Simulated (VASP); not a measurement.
Runs of VASP 6.6.1 on KF (Carobbiite). The structure is that of space group Fm-3m (No. 225), or close to it. The cells are those of the table. 

```csv
cell,gap on the mesh (eV),pressure (GPa)
"a = 3.832 Å, angles 60.0°, 2 atoms",5.95,0.0
"a = 3.753 Å, angles 60.0°, 2 atoms",6.27,(a)
"a = 3.907 Å, angles 60.0°, 2 atoms",5.67,-1.5
"a = 3.779 Å, angles 60.0°, 2 atoms",(c),1.4
"a = 3.672 Å, angles 60.0°, 2 atoms",6.64,(b)
```

Alike in all rows: task single point; level PBE; potentials or basis VASP PAW PBE potentials, release 64 (K_sv, F); no spin polarisation; k mesh 8 × 8 × 8; cutoff (eV) 520; smearing gaussian 0.02 eV.

Fill in the values left out.

(a) 2.2; (b) 5.2; (c) 6.17.

A k mesh can miss the band edges.
